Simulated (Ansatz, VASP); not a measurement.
## Two plane-wave programs on WC

```
W C
1.0
     2.90050    0.00000    0.00000
    -1.45025    2.51191    0.00000
     0.00000    0.00000    2.82900
W C
1 1
Direct
  0.00000 0.00000 0.00000
  0.66667 0.33333 0.50000
```

Alike in both runs: task relaxation of cell and atoms; functional PBE; dispersion D3(BJ); k mesh 18 × 18 × 14; occupations gaussian, width 0.1 eV; no spin polarisation.

```csv
,VASP,Ansatz
version,VASP 6.6.1,Ansatz 0.2.0
potentials or method,"VASP PAW PBE potentials, release 64 (W_sv, C), cutoff 600 eV","scalar-relativistic, plane waves, PAW"
valence electrons in the cell,18,18
```

```csv
,VASP,Ansatz,Ansatz less VASP
"gap on the k mesh at the Fermi level, each at its own relaxed structure (eV)",none,none,-
relaxed volume (Å³/atom),10.36,10.33,-0.029
relaxed length of the cell vector where the two differ most in proportion (Å),2.835,2.833,-0.0027
```

A gap of «none» marks a metal or a gap that the smearing closes.

Spin-orbit coupling is off throughout.
